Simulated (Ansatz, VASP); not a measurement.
CdS: VASP beside Ansatz

File POSCAR:

```
CdS
1.0
    4.0738324942      0.0000000000      0.0000000000
   -2.0369162471      3.5280424308      0.0000000000
    0.0000000000      0.0000000000      6.6184771483
Cd S
2 2
Direct
    0.3333333333      0.6666666667     -0.0009650885
    0.6666666667      0.3333333333      0.4990349115
    0.3333333333      0.6666666667      0.3759650885
    0.6666666667      0.3333333333      0.8759650885
```

The input INCAR.step1:

```
SYSTEM = CdS
PREC     = Accurate       ! precision mode
ENCUT    = 520            ! plane-wave cutoff, eV
ISMEAR   = 0              ! smearing method
SIGMA    = 0.01           ! smearing width, eV
LREAL    = .FALSE.        ! projectors in reciprocal space
LASPH    = .TRUE.         ! aspherical terms in the spheres
NELM     = 60             ! most SCF steps
NBANDS   = 26             ! bands
GGA      = PE             ! functional
ALGO     = Normal         ! electronic algorithm
EDIFF    = 1E-4           ! SCF threshold, eV
LWAVE    = .TRUE.         ! write WAVECAR
LCHARG   = .FALSE.        ! write CHGCAR
```

The input INCAR.step2:

```
SYSTEM = CdS
PREC     = Accurate       ! precision mode
ENCUT    = 520            ! plane-wave cutoff, eV
EDIFF    = 1E-6           ! SCF threshold, eV
ISMEAR   = 0              ! smearing method
SIGMA    = 0.01           ! smearing width, eV
LREAL    = .FALSE.        ! projectors in reciprocal space
LASPH    = .TRUE.         ! aspherical terms in the spheres
NELM     = 60             ! most SCF steps
ALGO     = Normal         ! electronic algorithm
ISIF     = 2              ! what is computed and relaxed
LWAVE    = .FALSE.        ! write WAVECAR
LCHARG   = .FALSE.        ! write CHGCAR
METAGGA  = R2SCAN         ! meta-GGA
LMIXTAU  = .TRUE.       
NBANDS   = 26             ! bands
ISTART   = 1
```

The input KPOINTS:

```
regular mesh
0
G
  12 12 4
  0 0 0
```

Input for Ansatz:

```yaml
crystal:
  lattice:
    - [4.0738324942, 0.0, 0.0]
    - [-2.0369162471, 3.5280424308, 0.0]
    - [0.0, 0.0, 6.6184771483]
  atoms:
    - { symbol: Cd, position: [0.3333333333, 0.6666666667, -0.0009650885] }
    - { symbol: Cd, position: [0.6666666667, 0.3333333333, 0.4990349115] }
    - { symbol: S, position: [0.3333333333, 0.6666666667, 0.3759650885] }
    - { symbol: S, position: [0.6666666667, 0.3333333333, 0.8759650885] }
kpoints:
  mp_grid: { grid: [12, 12, 4] }
  band_path:
    path:
      - [0.0, 0.0, 0.0]
      - [0.5, 0.0, 0.0]
      - [0.3333333333, 0.3333333333, 0.0]
      - [0.0, 0.0, 0.5]
      - [0.5, 0.0, 0.5]
      - [0.3333333333, 0.3333333333, 0.5]
    npoints: 1
hamiltonian:
  xc: r2scan
scf:
  occupations: { method: fixed }
  n_extra_bands: 5
output:
  forces: true
  stress: true
  eigenvalues: true
```

Change from the starting cell: hydrostatic strain -2.2%.

Alike in both runs: task single point; functional r2SCAN; k mesh 12 × 12 × 4; no spin polarisation.

```csv
,VASP,Ansatz
version,VASP 6.6.1,Ansatz 0.2.0
potentials or method,"VASP PAW PBE potentials, release 64 (Cd, S)","plane waves, PAW"
plane-wave cutoff (eV),520,500
occupations,"gaussian, width 0.01 eV",fixed
valence electrons in the cell,36,52
```

```csv
,VASP,Ansatz,Ansatz less VASP
gap on the k mesh at the Fermi level (eV),1.79,1.79,+0.002
pressure (GPa),5.0,4.6,-0.42
```

VASP's potentials were made for PBE, not for r2SCAN. VASP's potentials hold 36 valence electrons a cell and Ansatz's 52, so a difference there can come from the potentials and not from the codes.
